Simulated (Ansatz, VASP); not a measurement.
AgO2: VASP beside Ansatz

```xyz
6
Lattice="3.6204 0.0391 -0.0822 1.7633 3.1391 0.1707 0.2417 1.3201 7.3155" Properties=species:S:1:pos:R:3 pbc="T T T"
Ag    2.8505    4.1388    5.6361
Ag    2.7749    0.3594    1.7679
O     0.9046    1.5115    0.7757
O     4.7208    2.9867    6.6283
O     2.7903    2.3077    3.0115
O     2.8351    2.1906    4.3924
```

Change from the starting cell: species swapped into the CaC2 type (P-1, No. 2).

Alike in both runs: functional PBE; k mesh 5 × 5 × 3; occupations gaussian, width 0.2 eV; no spin polarisation.

Ansatz relaxed the structure, and its values are those at the end. VASP's run is a single point on that final structure, the one shown.

```csv
,VASP,Ansatz
version,VASP 6.6.1,Ansatz 0.2.0
potentials or method,"VASP PAW PBE potentials, release 64 (Ag, O), cutoff 520 eV","scalar-relativistic, plane waves, PAW"
valence electrons in the cell,46,62
```

```tsv
	VASP	Ansatz	Ansatz less VASP
gap on the k mesh at the Fermi level (eV)	none	none	-
pressure (GPa)	0.1	-0.1	-0.21
rms of the force components (eV/Å)	0.133	0.012	-0.1211
```

A gap of «none» marks a metal or a gap that the smearing closes. VASP's potentials hold 46 valence electrons a cell and Ansatz's 62, so a difference there can come from the potentials and not from the codes.

The k mesh is coarse, so the values compare programs but aren't converged.
